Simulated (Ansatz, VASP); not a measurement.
Two plane-wave programs on PCS4

The input INCAR:

```
ALGO = Normal
EDIFF = 1E-6
EDIFFG = -0.01
ENCUT = 600
GGA = PE
IBRION = 2
ISIF = 3
ISMEAR = 0
IVDW = 12
LASPH = T
LCHARG = F
LREAL = F
LWAVE = F
NELM = 100
NSW = 100
PREC = Accurate
SIGMA = 0.1
```

File KPOINTS:

```
k-points
0
Gamma
  12 12 6
```

File POSCAR:

```
PCS4
1.0
    4.0777444038      0.0000000000      0.0000000000
   -2.0388722019      3.5314302439      0.0000000000
    0.0000000000      0.0000000000      8.4626400870
P C S
1 1 4
Direct
    0.0000000000      0.0000000000      0.5000000000
    0.0000000000      0.0000000000      0.0000000000
    0.0000000000      0.0000000000      0.2654396457
    0.0000000000      0.0000000000      0.7345603543
    0.3333333333      0.6666666667      0.0000000000
    0.6666666667      0.3333333333      0.0000000000
```

Input for Ansatz:

```yaml
crystal:
  lattice:
    - [4.0777444038, 0.0, 0.0]
    - [-2.0388722019, 3.5314302439, 0.0]
    - [0.0, 0.0, 8.462640087]
  atoms:
    - { symbol: P, position: [0.0, 0.0, 0.5] }
    - { symbol: C, position: [0.0, 0.0, 0.0] }
    - { symbol: S, position: [0.0, 0.0, 0.2654396457] }
    - { symbol: S, position: [0.0, 0.0, 0.7345603543] }
    - { symbol: S, position: [0.3333333333, 0.6666666667, 0.0] }
    - { symbol: S, position: [0.6666666667, 0.3333333333, 0.0] }
basis:
  ecutwfc: 420
kpoints:
  mp_grid: { grid: [12, 12, 6] }
hamiltonian:
  xc: pbe
  dispersion: d3bj
scf:
  occupations: { method: gaussian, width: 0.1 }
output:
  forces: true
  stress: true
  eigenvalues: true
  write_density: true
  write_potential: true
  elf: true
  volumetric_format: npy
relax:
  adjacent_minimum: "off"
  f_tol: 0.01
  max_steps: 80
  cell: { stress_tol: 0.05 }
```

Alike in both runs: task relaxation of cell and atoms; functional PBE; dispersion D3(BJ); k mesh 12 × 12 × 6; occupations gaussian, width 0.1 eV; no spin polarisation.

|  | VASP | Ansatz |
| --- | --- | --- |
| version | VASP 6.6.1 | Ansatz 0.2.0 |
| potentials or method | VASP PAW PBE potentials, release 64 (P, C, S), cutoff 600 eV | scalar-relativistic, plane waves, PAW |
| valence electrons in the cell | 33 | 33 |

```csv
,VASP,Ansatz,Ansatz less VASP
"gap on the k mesh at the Fermi level, each at its own relaxed structure (eV)",none,none,-
relaxed volume (Å³/atom),20.62,20.64,+0.013
relaxed length of the cell vector where the two differ most in proportion (Å),8.310,8.301,-0.0094
```

A gap of «none» marks a metal or a gap that the smearing closes. Ansatz's warnings: relaxed geometry near dispersion switch.
